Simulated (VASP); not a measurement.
Runs of VASP 6.6.1 on Sn. The structure is that of space group Pm-3m (No. 221), or close to it. The cells are those of the table. 

```csv
cell,gap on the mesh (eV),pressure (GPa)
"a = 3.041 Å, 1 atom",none,-1.8
"a = 2.961 Å, 1 atom",none,3.0
"a = 3.001 Å, 1 atom",none,0.4
"a = 3.079 Å, 1 atom",none,-3.4
"a = 3.117 Å, 1 atom",none,(a)
"a = 2.876 Å, 1 atom",none,(b)
```

Alike in all rows: task single point; level LDA; potentials or basis VASP PAW LDA potentials, release 64 (Sn_d); no spin polarisation; k mesh 12 × 12 × 12; cutoff (eV) 520; smearing fermi-dirac 0.1 eV.

Problem. Estimate the missing entries.

Solution. (a) -4.8; (b) 10.7.

Caveats: spin-orbit coupling is left out, which moves the levels of the heavy elements.

A k mesh can miss the band edges, and the runs leave out spin-orbit coupling on Sn.

A gap of «none» marks levels without a gap at the run's occupations.
